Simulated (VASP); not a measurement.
Write the native input for VASP 6.6.1 that does the following.

| Property | Result |
| --- | --- |
| Task | single point |
| Functional | PBE |
| Potentials or basis | VASP PAW PBE potentials, release 64 (Ge_d) |
| Cutoff | 520 eV |
| k mesh | 15 × 15 × 15 |
| Occupations | fermi-dirac, width 0.1 eV |
| Spin | no spin polarisation |
| Dipole correction | no |
| Further INCAR settings | ALGO = Normal; EDIFF = 1e-06; NBANDS = 13 |

The structure of Ge lies in POSCAR:

```
Ge
1.0
   -1.6202530413      1.6202530413      1.6202530413
    1.6202530413     -1.6202530413      1.6202530413
    1.6202530413      1.6202530413     -1.6202530413
Ge
1
Direct
    0.0000000000      0.0000000000      0.0000000000
```

This cell differs from its parent crystal: volume scaled by 0.88.

These files were run (other wordings do the same):

INCAR

```
SYSTEM = Ge
PREC = Accurate
ENCUT = 520
EDIFF = 1E-6
ISMEAR = -1
SIGMA = 0.1
LREAL = .FALSE.
LASPH = .TRUE.
NELM = 60
ALGO = Normal
ISIF = 2
LWAVE = .FALSE.
LCHARG = .FALSE.
GGA = PE
NBANDS = 13
```

KPOINTS

```
Automatic mesh
0
G
  15 15 15
  0 0 0
```

Potentials or basis: VASP PAW PBE potentials, release 64 (Ge_d).

Command:

```sh
$ cat potpaw_PBE.64/Ge_d/POTCAR > POTCAR
$ mpirun -np 1 vasp_std > vasp.out
```

It gave:

```
Pressure               : 10.1 GPa
Band gap on the k mesh : zero (band 7 reaches 18.25 eV, above the bottom of band 8 at 4.51 eV)
```

Run time: 20 s on 1 thread of Intel Xeon 8259CL, with other jobs on the host, peak memory 0.15 GiB.
